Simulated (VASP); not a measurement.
The system is MgO (Periclase).

```
CELL_PARAMETERS angstrom
2.98187 0.00000 0.00000
1.49093 2.58237 0.00000
1.49093 0.86079 2.43469
ATOMIC_POSITIONS crystal
Mg 0.00000 0.00000 0.00000
O 0.50000 0.50000 0.50000
```

* Program: VASP 6.6.1
* Task: relaxation of cell and atoms
* Functional: revPBE
* Dispersion: D3(BJ)
* Potentials or basis: VASP PAW PBE potentials, release 64 (Mg, O)
* Cutoff: 600 eV
* k mesh: 8 × 8 × 8
* Occupations: methfessel-paxton, width 0.05 eV
* Spin: no spin polarisation

At the start: pressure -3.4 GPa; volume 9.37 Å³/atom.

**Question.** Where does the relaxation end?

**Answer.** Over 3 steps the energy falls by 2.2 meV/atom and the volume is 9.17 Å³/atom (-2.2 %); space group Fm-3m (No. 225, to 0.05 Å).

Step by step:
| step | energy change (eV) | largest force (eV/Å) | pressure (GPa) | volume (Å³) |
| --- | --- | --- | --- | --- |
| 1 | 0.0000 | 0.0000 | -3.39 | 18.75 |
| 2 | -0.0039 | 0.0000 | 1.17 | 18.21 |
| 3 | -0.0044 | 0.0000 | 0.01 | 18.34 |

Final structure:
```yaml
crystal:
  lattice:
    - [2.96026, 0.00000, 0.00000]
    - [1.48013, 2.56366, 0.00000]
    - [1.48013, 0.85455, 2.41704]
  atoms:
    - { symbol: Mg, position: [0.00000, 0.00000, 0.00000] }
    - { symbol: O, position: [0.50000, 0.50000, 0.50000] }
```

Caveat: the PAW data sets were made with another functional, which shifts forces and pressure a little.
